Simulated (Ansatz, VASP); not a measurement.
## One calculation of CaI, two programs

```
I Ca
1.0
     4.14682    0.00000    0.00000
    -2.07341    3.59125    0.00000
     0.00000    0.00000    4.57623
I Ca
1 1
Cartesian
  2.0734 1.1971 0.0000
  0.0000 0.0000 2.2881
```

Alike in both runs: task single point; functional PBE-based screened hybrid; k mesh 4 × 4 × 3; occupations fermi-dirac, width 0.05 eV; no spin polarisation.

|  | VASP | Ansatz |
| --- | --- | --- |
| version | VASP 6.6.1 | Ansatz 0.2.0 |
| potentials or method | VASP PAW PBE potentials, release 64 (I, Ca_sv) | Ansatz PAW |
| plane-wave cutoff (eV) | 400 | 420 |
| valence electrons in the cell | 17 | 27 |

|  | VASP | Ansatz | Ansatz less VASP |
| --- | --- | --- | --- |
| gap on the k mesh at the Fermi level (eV) | none | none | - |
| pressure (GPa) | -0.5 | -0.5 | -0.01 |

VASP's potentials were made for PBE, not for PBE-based screened hybrid. A gap of «none» marks a metal or a gap that the smearing closes. VASP's potentials hold 17 valence electrons a cell and Ansatz's 27, so a difference there can come from the potentials and not from the codes.

The k mesh is coarse, so the values compare programs but aren't converged. Spin-orbit coupling is off throughout.
